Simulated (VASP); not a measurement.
Runs of VASP 6.6.1 on AlP (lda). The structure is that of space group F-43m (No. 216), or close to it. The cells are those of the table. 

```csv
task,cell,k mesh,smearing,gap on the mesh (eV),pressure (GPa)
relaxation of cell and atoms,"relaxed from a = 3.864 Å, angles 60.0°, 2 atoms",8 × 8 × 8,gaussian 0.02 eV,1.42,0.0
single point,"a = 3.864 Å, angles 60.0°, 2 atoms",6 × 6 × 6,gaussian 0.1 eV,(a),-1.4
single point,"a = 3.842 Å, angles 60.0°, 2 atoms",10 × 10 × 10,gaussian 0.02 eV,1.41,0.0
single point,"a = 3.842 Å, angles 60.0°, 2 atoms",8 × 8 × 8,gaussian 0.02 eV,1.41,0.1
```

Alike in all rows: level LDA; potentials or basis VASP PAW LDA potentials, release 64 (Al, P); no spin polarisation; cutoff (eV) 500.

Task: Estimate the missing entries.

Result: (a) 1.44.

A k mesh can miss the band edges.
